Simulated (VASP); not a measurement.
Set up this calculation in VASP 6.6.1, as the native input.

```yaml
Task: single point
Functional: PBE exchange alone
Potentials_or_basis: VASP PAW PBE potentials, release 64 (Al)
Cutoff: 520 eV
k_mesh: 11 × 11 × 11
Occupations: fermi-dirac, width 0.05 eV
Spin: no spin polarisation
Dipole_correction: no
Further_INCAR_settings: ALGO = Fast; EDIFF = 1e-07; NBANDS = 8
```

The structure of Al lies in POSCAR:

```
Al
1.0
    0.0000000000      2.0248050000      2.0248050000
    2.0248050000      0.0000000000      2.0248050000
    2.0248050000      2.0248050000      0.0000000000
Al
1
Direct
    0.0000000000      0.0000000000      0.0000000000
```

These files were run (other wordings do the same):

INCAR

```
AGGAC = 0.0
ALDAC = 0.0
ALGO = Fast
EDIFF = 1E-7
ENCUT = 520
GGA = PE
ISIF = 2
ISMEAR = -1
LASPH = T
LCHARG = F
LREAL = F
LWAVE = F
NBANDS = 8
NELM = 60
PREC = Accurate
SIGMA = 0.05
```

KPOINTS

```
k-points
0
Gamma
  11 11 11
```

Potentials or basis: VASP PAW PBE potentials, release 64 (Al).

Command:

```sh
$ cat potpaw_PBE.64/Al/POTCAR > POTCAR
$ mpirun -np 1 vasp_std > vasp.out
```

It gave:

```yaml
Pressure: 9.2 GPa
```

Run time: 2.9 s on 1 thread of Intel(R) Xeon(R) 6975P-C (Granite Rapids), with other jobs on the host, peak memory 0.13 GiB.
